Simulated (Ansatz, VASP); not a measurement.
## One calculation of Ru, two programs

```
Ru
1.0
     2.62463    0.00000    0.00000
    -1.31231    2.27299    0.00000
     0.00000    0.00000    4.28190
Ru
2
Direct
  0.33333 0.66667 0.25000
  0.66667 0.33333 0.75000
```

Change from the starting cell: strain -0.030 along x and y, +0.000 along z, atoms carried along.

Alike in both runs: task single point; functional PBEsol; k mesh 24 × 24 × 12; occupations gaussian, width 0.15 eV; no spin polarisation.

```csv
,VASP,Ansatz
version,VASP 6.6.1,Ansatz 0.2.0
potentials or method,"VASP PAW PBE potentials, release 64 (Ru_pv), cutoff 520 eV","scalar-relativistic, plane waves, PAW"
valence electrons in the cell,28,32
```

Ansatz gave:

- gap on the k mesh at the Fermi level (eV): none
- pressure (GPa): 16.1
- traceless stress, the component that is largest in VASP (GPa): -11.87

Task: What did VASP give for the same quantities?

Result: gap on the k mesh at the Fermi level (eV): none; pressure (GPa): 16.2; traceless stress, the component that is largest in VASP (GPa): -11.85.

VASP's potentials were made for PBE, not for PBEsol. A gap of «none» marks a metal or a gap that the smearing closes. VASP's potentials hold 28 valence electrons a cell and Ansatz's 32, so a difference there can come from the potentials and not from the codes.
